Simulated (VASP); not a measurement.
Here is a VASP 6.6.1 calculation.

Contents of INCAR:

```
SYSTEM = Ca
PREC = Accurate
ENCUT = 520
EDIFF = 1E-6
ISMEAR = 0
SIGMA = 0.15
LREAL = .FALSE.
LASPH = .TRUE.
NELM = 80
ALGO = Normal
ISIF = 2
LWAVE = .FALSE.
LCHARG = .FALSE.
GGA = PE
NBANDS = 11
```

KPOINTS

```
regular mesh
0
G
  14 14 14
  0 0 0
```

Contents of POSCAR:

```
Ca
1.0
    0.0000000000      2.7942000000      2.7942000000
    2.6265480000      0.0000000000      2.7942000000
    2.6265480000      2.7942000000      0.0000000000
Ca
1
Direct
    0.0000000000      0.0000000000      0.0000000000
```

Potentials or basis: VASP PAW PBE potentials, release 64 (Ca_sv).

Launch:

```sh
$ cat potpaw_PBE.64/Ca_sv/POTCAR > POTCAR
$ mpirun -np 1 vasp_std > vasp.out
```

Question: Estimate the pressure.

Answer: 0.5 GPa.

Question: What does it give for the band gap on the k mesh?

Answer: Zero (band 5 reaches 2.23 eV, above the bottom of band 6 at 1.94 eV).

Stress tensor (GPa, compression positive):
```
0.73 0.00 0.00
0.00 0.40 0.00
0.00 0.00 0.40
```

Caveat: the cell differs from its parent crystal (strain -0.0600 x Voigt [1, 0, 0, 0, 0, 0]).
